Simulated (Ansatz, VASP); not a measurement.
**ScAl3: VASP beside Ansatz**

Contents of INCAR:

```
ALGO = Normal
EDIFF = 1E-6
ENCUT = 520
GGA = CA
ISIF = 2
ISMEAR = 0
LASPH = True
LCHARG = False
LREAL = False
LWAVE = False
NBANDS = 18
NELM = 60
PREC = Accurate
SIGMA = 0.05
```

The input KPOINTS:

```
k-points
0
Gamma
  8 8 8
```

The input POSCAR:

```
ScAl3
1.0
   -2.0651037513      2.0651037513      4.5381393644
    2.0651037513     -2.0651037513      4.5381393644
    2.0651037513      2.0651037513     -4.5381393644
Sc Al
1 3
Direct
    0.0000000000      0.0000000000      0.0000000000
    0.7500000000      0.2500000000      0.5000000000
    0.2500000000      0.7500000000      0.5000000000
    0.5000000000      0.5000000000      0.0000000000
```

Input for Ansatz:

```yaml
crystal:
  lattice:
    - [-2.0651037512825132, 2.0651037512825132, 4.538139364404219]
    - [2.0651037512825132, -2.0651037512825132, 4.538139364404219]
    - [2.0651037512825132, 2.0651037512825132, -4.538139364404219]
  atoms:
    - { symbol: Sc, position: [0.0, 0.0, 0.0] }
    - { symbol: Al, position: [0.75, 0.25, 0.5] }
    - { symbol: Al, position: [0.25, 0.75, 0.5] }
    - { symbol: Al, position: [0.5, 0.5, 0.0] }
basis:
  ecutwfc: 550.0
kpoints:
  mp_grid:
    grid: [8, 8, 8]
hamiltonian:
  xc: lda
scf:
  max_iter: 50
  occupations:
    method: gaussian
    width: 0.05
output:
  stress: true
```

Alike in both runs: task single point; functional LDA; k mesh 8 × 8 × 8; occupations gaussian, width 0.05 eV; no spin polarisation.

```csv
,VASP,Ansatz
version,VASP 6.6.1,Ansatz 0.2.0
potentials or method,"VASP PAW LDA potentials, release 64 (Sc_sv, Al), cutoff 520 eV","plane waves, PAW"
valence electrons in the cell,20,20
```

|  | VASP | Ansatz | Ansatz less VASP |
| --- | --- | --- | --- |
| pressure (GPa) | -9.3 | -9.3 | -0.07 |
| traceless stress, the component that is largest in VASP (GPa) | 0.70 | 0.70 | 0.000 |

LDA's correlation is that of Perdew and Zunger in VASP and of Perdew and Wang (1992) in Ansatz.
